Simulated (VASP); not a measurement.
# Cu (I4/mmm) in VASP: a series of runs

Cu is run at these levels: r2SCAN; tasks: single point.

All numbers are computed with VASP 6.6.1; they aren't measurements. Logs are shortened: lines on timing, memory, paths and dates and some standing lists are left out, and cuts for length are marked.

### Step 1. The cell of the first run

The structure is tetragonal, space group I4/mmm (No. 139). Conventional cell: a = 2.518 Å, b = 2.518 Å, c = 3.615 Å, α = 90.00°, β = 90.00°, γ = 90.00°. Cu (site symmetry 4/mmm) has 12 Cu at 2.52 to 2.54 Å within 3.3 Å.

### Step 2. Single point, r2SCAN (strain -0.015 along x and y, +0.000 along z)

Contents of POSCAR:

```
Cu
1.0
    0.0000000000      1.7803875000      1.8075000000
    1.7803875000      0.0000000000      1.8075000000
    1.7803875000      1.7803875000      0.0000000000
Cu
1
Direct
    0.0000000000      0.0000000000      0.0000000000
```

Contents of INCAR.step1:

```
SYSTEM = Cu
ALGO = Normal ; EDIFF = 1E-4
ENCUT = 520 ; GGA = PE
ISMEAR = 0 ; LASPH = .TRUE.
LCHARG = .FALSE. ; LREAL = .FALSE.
LWAVE = .TRUE. ; NBANDS = 12
NELM = 100 ; PREC = Accurate
SIGMA = 0.15
```

Contents of INCAR.step2:

```
SYSTEM = Cu
ALGO = Normal ; EDIFF = 1E-6
ENCUT = 520 ; ISIF = 2
ISMEAR = 0 ; ISTART = 1
LASPH = .TRUE. ; LCHARG = .FALSE.
LMIXTAU = .TRUE. ; LREAL = .FALSE.
LWAVE = .FALSE. ; METAGGA = R2SCAN
NBANDS = 12 ; NELM = 100
PREC = Accurate ; SIGMA = 0.15
```

Contents of KPOINTS:

```
k-points
0
G
  22 22 22
  0 0 0
```

Potentials or basis: VASP PAW PBE potentials, release 64 (Cu).

Command:

```console
$ cat potpaw_PBE.64/Cu/POTCAR > POTCAR
$ cp INCAR.step1 INCAR
$ mpirun -np 1 vasp_std > vasp.out
$ cp INCAR.step2 INCAR
$ mpirun -np 1 vasp_std > vasp.out
```

OUTCAR:

```text
SYSTEM = Cu
   EDIFF = 1E-6
   ENCUT = 520
   ISIF = 2
   ISMEAR = 0
   ISTART = 1
   LASPH = .TRUE.
   LREAL = .FALSE.
   METAGGA = R2SCAN
   NELM = 100
   PREC = Accurate

 ion  position               nearest neighbor table
   1  0.000  0.000  0.000-

  LATTYP: Found a body centered tetragonal cell.
 ALAT       =     2.5178481488
 C/A-ratio  =     1.4357498095

  Lattice vectors:

 A1 = (  -1.7803875000,   0.0000000000,   1.8075000000)
 A2 = (   1.7803875000,   0.0000000000,   1.8075000000)
 A3 = (   0.0000000000,   1.7803875000,  -1.8075000000)

Analysis of symmetry for initial positions (statically):
=====================================================================
 Subroutine PRICEL returns:
 Original cell was already a primitive cell.

 Routine SETGRP: Setting up the symmetry group for a
 body centered tetragonal supercell.

 Subroutine GETGRP returns: Found 16 space group operations
 (whereof 16 operations were pure point group operations)
 out of a pool of 16 trial point group operations.

The static configuration has the point symmetry D_4h.

Analysis of symmetry for dynamics (positions and initial velocities):
=====================================================================
 Subroutine PRICEL returns:
 Original cell was already a primitive cell.

 Routine SETGRP: Setting up the symmetry group for a
 body centered tetragonal supercell.

 Subroutine GETGRP returns: Found 16 space group operations
 (whereof 16 operations were pure point group operations)
 out of a pool of 16 trial point group operations.

The dynamic configuration has the point symmetry D_4h.

 Subroutine INISYM returns: Found 16 space group operations
 (whereof 16 operations are pure point group operations),
 and found     1 'primitive' translations

----------------------------------------------------------------------------------------

                                     Primitive cell

  volume of cell :      11.4588

  direct lattice vectors                    reciprocal lattice vectors
     0.000000000  1.780387500  1.807500000    -0.280837739  0.280837739  0.276625173
     1.780387500  0.000000000  1.807500000     0.280837739 -0.280837739  0.276625173
     1.780387500  1.780387500  0.000000000     0.280837739  0.280837739 -0.276625173

  length of vectors
     2.537092016  2.537092016  2.517848149     0.484005328  0.484005328  0.484005328

  position of ions in fractional coordinates (direct lattice)
     0.000000000  0.000000000  0.000000000

  ion indices of the primitive-cell ions
   primitive index   ion index
                 1           1

[... 78 lines left out ...]
   ISYM   =      2    0-nonsym 1-usesym 2-fastsym
   POTIM  = 0.5000    time-step for ionic-motion
   TEBEG  =    0.0;   TEEND  =   0.0 temperature during run
   PSTRESS=    0.0 pullay stress
   NELECT =      11.0000    total number of electrons
   NUPDOWN=      -1.0000    fix difference up-down
   EMIN   =  10.00;   EMAX   =-10.00  energy-range for DOS
   EFERMI =   0.00;   METHOD = LEGACY
   ISMEAR =     0;   SIGMA  =   0.15  broadening in eV -4-tet -1-fermi 0-gaus
   EFERMI_NEDOS =   21; number of points for ismear=-14 and -15
   IALGO  =     38    algorithm
   IMIX   =      4    mixing-type and parameters
     AMIX     =   0.40;   BMIX     =  1.00
     AMIX_MAG =   1.60;   BMIX_MAG =  1.00
  volume/ion in A,a.u.               =      11.46        77.33
  Fermi-wavevector in a.u.,A,eV,Ry     =   1.614953  3.051819 35.484998  2.608074
  Thomas-Fermi vector in A             =   2.709779
   LORBIT       =      0    0 simple, 1 ext, 2 COOP (PROOUT), +10 PAW based schemes
   METAGGA = R2SCAN    functional components
   LHFCALC =     F    Hartree Fock is set to
   AEXX    =    0.0000 exact exchange contribution
   IVDW    =     0    specifies the selected vdW correction
   LEPSILON=     F    determine dielectric tensor
   LRPA    =     F    only Hartree local field effects (RPA)
 non-spin polarized calculation
 Gauss-broadening in eV      SIGMA  =   0.15
  energy-cutoff  :      520.00
  volume of cell :       11.46
 maximum number of plane-waves:       323
   NGX =  9   NGY =  9   NGZ =  9

 number of electron      11.0000012 magnetization

 Free energy of the ion-electron system (eV)
  ---------------------------------------------------
  ext. energy  EPLUGINS =         0.00000000
  ---------------------------------------------------
  free energy    TOTEN  =       -10.82880913 eV

  energy without entropy =      -10.82630668  energy(sigma->0) =      -10.82755790

 E-fermi :   7.7754     XC(G=0): -13.9486

 val. band max:        7.7670089258   @ k =   0.5000   0.1364   0.3182
 cond. band min:       7.7809806717   @ k =   0.4545   0.0000   0.2727
 fundamental gap:      0.0139717459
 Fermi energy:         7.7754349966

 k-point     1 :       0.0000    0.0000    0.0000
  band No.  band energies     occupation
      1      -2.1340      2.00000
      2       4.4920      2.00000
      3       4.5700      2.00000
      4       4.5700      2.00000
      5       5.3600      2.00000
      6       5.4369      2.00000
      7      31.4134      0.00000
      8      34.6280      0.00000
      9      34.7138      0.00000
     10      34.7140      0.00000
     11      37.0866      0.00000
     12      37.0877      0.00000
[... 331 lines left out ...]
 k-point    24 :      -0.4545    0.0455    0.0000
  band No.  band energies     occupation
      1       2.3894      2.00000
      2       4.4368      2.00000
      3       4.5598      2.00000
      4       5.6748      2.00000
      5       5.9694      2.00000
      6       6.8948      2.00000
      7      12.1846      0.00000
      8      28.8227      0.00000
      9      30.8341      0.00000
     10      31.4132      0.00000
     11      34.9490      0.00000
     12      35.3088      0.00000

 [... further k-points ...]
[... 5 lines left out ...]
  --------------------------------------------------------------------------------------
  -------------------------------------------------------------------------------------
  Total        0.0488718      0.0488718     -0.0212210      0.0000000      0.0000000     -0.0000000
  in kB        6.8333128      6.8333128     -2.9671416      0.0000000      0.0000000     -0.0000000
  external PRESSURE =       3.5664947 kB  Pullay stress =       0.0000000 kB

 VOLUME and BASIS-vectors are now :
 -----------------------------------------------------------------------------
  energy-cutoff  :      520.00
  volume of cell :       11.46
      direct lattice vectors                 reciprocal lattice vectors
     0.000000000  1.780387500  1.807500000    -0.280837739  0.280837739  0.276625173
     1.780387500  0.000000000  1.807500000     0.280837739 -0.280837739  0.276625173
     1.780387500  1.780387500  0.000000000     0.280837739  0.280837739 -0.276625173

 POSITION                                       TOTAL-FORCE (eV/Angst)
 -----------------------------------------------------------------------------------
      0.00000      0.00000      0.00000         0.000000     -0.000000      0.000000
 -----------------------------------------------------------------------------------
    total drift:                                0.000000     -0.000000     -0.000000

  FREE ENERGIE OF THE ION-ELECTRON SYSTEM (eV)
  ---------------------------------------------------
  free  energy   TOTEN  =       -10.8288091281 eV

  energy  without entropy=      -10.8263066779  energy(sigma->0) =      -10.82755790
```

It took 10 min on 1 thread of Intel Xeon 8259CL, shared host; peak memory 0.23 GiB.

Results:

- Free energy: -10.8288 eV
- Pressure: 0.4 GPa
- Band gap on the k mesh: zero (an odd number of electrons rules out a gap without spin polarisation)

Stress tensor (GPa, compression positive):
```
 0.68  0.00  0.00
 0.00  0.68  0.00
 0.00  0.00 -0.30
```

Levels at points of the mesh, in eV from the Fermi level:
```tsv
k point	band 3	band 4	band 5	band 6	band 7	band 8	band 9	band 10
(0.00, 0.00, 0.00)	-3.21	-3.21	-2.42	-2.34	23.64	26.85	26.94	26.94
(0.50, 0.00, 0.00)	-3.24	-1.78	-1.75	-1.14	4.13	22.05	23.45	23.90
(0.50, 0.50, 0.00)	-1.79	-1.60	-1.60	1.34	7.38	14.26	14.26	18.65
(0.50, 0.00, 0.50)	-1.80	-1.63	-1.57	1.68	7.79	13.88	13.89	18.34
```

Caveat: the cell differs from its parent crystal (strain -0.015 along x and y, +0.000 along z); the PAW data sets were made with another functional, which shifts forces and pressure a little.

### Step 3. Single point, r2SCAN (strain +0.000 along x and y, -0.015 along z)

Contents of POSCAR:

```
Cu
1.0
    0.0000000000      1.8075000000      1.7803875000
    1.8075000000      0.0000000000      1.7803875000
    1.8075000000      1.8075000000      0.0000000000
Cu
1
Direct
    0.0000000000      0.0000000000      0.0000000000
```

Contents of INCAR.step1:

```
SYSTEM = Cu
PREC     = Accurate       ! precision mode
ENCUT    = 520            ! plane-wave cutoff, eV
ISMEAR   = 0              ! smearing method
SIGMA    = 0.15           ! smearing width, eV
LREAL    = .False.        ! projectors in reciprocal space
LASPH    = .True.         ! aspherical terms in the spheres
NELM     = 80             ! most SCF steps
NBANDS   = 12             ! bands
GGA      = PE             ! functional
ALGO     = Normal         ! electronic algorithm
EDIFF    = 1E-4           ! SCF threshold, eV
LWAVE    = .True.         ! write WAVECAR
LCHARG   = .False.        ! write CHGCAR
```

Contents of INCAR.step2:

```
SYSTEM = Cu
PREC     = Accurate       ! precision mode
ENCUT    = 520            ! plane-wave cutoff, eV
EDIFF    = 1E-6           ! SCF threshold, eV
ISMEAR   = 0              ! smearing method
SIGMA    = 0.15           ! smearing width, eV
LREAL    = .False.        ! projectors in reciprocal space
LASPH    = .True.         ! aspherical terms in the spheres
NELM     = 80             ! most SCF steps
ALGO     = Normal         ! electronic algorithm
ISIF     = 2              ! what is computed and relaxed
LWAVE    = .False.        ! write WAVECAR
LCHARG   = .True.         ! write CHGCAR
METAGGA  = R2SCAN         ! meta-GGA
LMIXTAU  = .True.       
LELF     = .True.         ! ELF
LVHAR    = .True.       
NBANDS   = 12             ! bands
ISTART   = 1
```

Contents of KPOINTS:

```
regular mesh
0
Gamma
  22 22 22
  0 0 0
```

Potentials or basis: VASP PAW PBE potentials, release 64 (Cu).

Command:

```console
$ cat potpaw_PBE.64/Cu/POTCAR > POTCAR
$ cp INCAR.step1 INCAR
$ mpirun -np 1 vasp_std > vasp.out
$ cp INCAR.step2 INCAR
$ mpirun -np 1 vasp_std > vasp.out
```

Wall time 8.5 min (1 thread of Intel Xeon 8259CL, shared host); peak memory 0.23 GiB.

Results (log left out):

```yaml
Free_energy: -10.8281 eV
Pressure: -2.0 GPa
Band_gap_on_the_k_mesh: zero (an odd number of electrons rules out a gap without spin polarisation)
```

Stress tensor (GPa, compression positive):
```
-2.30  0.00  0.00
 0.00 -2.30  0.00
 0.00  0.00 -1.45
```

Levels at points of the mesh, in eV from the Fermi level:
```tsv
k point	band 3	band 4	band 5	band 6	band 7	band 8	band 9	band 10
(0.00, 0.00, 0.00)	-3.20	-3.13	-2.38	-2.31	23.52	26.64	26.64	26.72
(0.50, 0.00, 0.00)	-3.19	-1.76	-1.73	-1.09	4.06	21.95	23.13	23.71
(0.50, 0.50, 0.00)	-1.78	-1.58	-1.58	1.81	7.82	13.64	13.64	18.07
(0.50, 0.00, 0.50)	-1.78	-1.61	-1.56	1.47	7.41	14.01	14.03	18.39
```

Caveat: the cell differs from its parent crystal (strain +0.000 along x and y, -0.015 along z); the PAW data sets were made with another functional, which shifts forces and pressure a little.

### Step 4. Single point, r2SCAN (strain -0.015 along x and y, +0.030 along z)

Contents of POSCAR:

```
Cu
1.0
    0.0000000000      1.7803875000      1.8617250000
    1.7803875000      0.0000000000      1.8617250000
    1.7803875000      1.7803875000      0.0000000000
Cu
1
Direct
    0.0000000000      0.0000000000      0.0000000000
```

Contents of INCAR.step1:

```
  PREC = Accurate
  ENCUT = 520
  ISMEAR = 0
  SIGMA = 0.15
  LREAL = False
  LASPH = True
  NELM = 80
  NBANDS = 12
  GGA = PE
  ALGO = Normal
  EDIFF = 1E-4
  LWAVE = True
  LCHARG = False
```

Contents of INCAR.step2:

```
  PREC = Accurate
  ENCUT = 520
  EDIFF = 1E-6
  ISMEAR = 0
  SIGMA = 0.15
  LREAL = False
  LASPH = True
  NELM = 80
  ALGO = Normal
  ISIF = 2
  LWAVE = False
  LCHARG = False
  METAGGA = R2SCAN
  LMIXTAU = True
  NBANDS = 12
  ISTART = 1
```

Contents of KPOINTS:

```
regular mesh
0
Gamma
  22 22 22
```

Command:

```console
$ cat potpaw_PBE.64/Cu/POTCAR > POTCAR
$ cp INCAR.step1 INCAR
$ mpirun -np 1 vasp_std > vasp.out
$ cp INCAR.step2 INCAR
$ mpirun -np 1 vasp_std > vasp.out
```

It took 11 min on 1 thread of Intel Xeon 8259CL, shared host; peak memory 0.23 GiB.

It converged, with:

```yaml
Free_energy: -10.8223 eV
Pressure: -4.0 GPa
Band_gap_on_the_k_mesh: zero (an odd number of electrons rules out a gap without spin polarisation)
```

Stress tensor (GPa, compression positive):
```
-3.07  0.00  0.00
 0.00 -3.07  0.00
 0.00  0.00 -6.00
```

Levels at points of the mesh, in eV from the Fermi level:
| k point | band 2 | band 3 | band 4 | band 5 | band 6 | band 7 | band 8 | band 9 | band 10 | band 11 |
| --- | --- | --- | --- | --- | --- | --- | --- | --- | --- | --- |
| (0.00, 0.00, 0.00) | -3.28 | -3.06 | -3.06 | -2.44 | -2.21 | 23.43 | 26.31 | 26.51 | 26.51 | 28.81 |
| (0.50, 0.00, 0.00) | -3.29 | -3.07 | -1.77 | -1.69 | -1.04 | 3.99 | 21.21 | 23.13 | 23.93 | 25.34 |
| (0.50, 0.50, 0.00) | -4.57 | -1.76 | -1.59 | -1.59 | 0.94 | 6.66 | 14.52 | 14.52 | 18.75 | 21.85 |
| (0.50, 0.00, 0.50) | -4.58 | -1.77 | -1.65 | -1.50 | 1.93 | 7.84 | 13.39 | 13.47 | 17.84 | 20.84 |

Caveat: the cell differs from its parent crystal (strain -0.015 along x and y, +0.030 along z); the cell stands under tension; the PAW data sets were made with another functional, which shifts forces and pressure a little.

### Step 5. Overview

```tsv
cell	gap on the mesh (eV)	pressure (GPa)
a = 2.537, b = 2.537, c = 2.518 Å, angles 60.3, 60.3, 59.5°, 1 atom	none	0.4
a = 2.537, b = 2.537, c = 2.556 Å, angles 59.8, 59.8, 60.5°, 1 atom	none	-2.0
a = 2.576, b = 2.576, c = 2.518 Å, angles 60.7, 60.7, 58.5°, 1 atom	none	-4.0
```

Alike in all rows: task single point; level r2SCAN; potentials or basis VASP PAW PBE potentials, release 64 (Cu); no spin polarisation; k mesh 22 × 22 × 22; cutoff (eV) 520; smearing gaussian 0.15 eV.

Caveats: the PAW data sets were made with another functional, which shifts forces and pressure a little; the cell stands under tension (at least some runs).

Total energies depend on the potentials used, so only differences within one code and one set of settings carry meaning.

The gap in the log of VASP goes by the Fermi energy; the results here count the filled bands.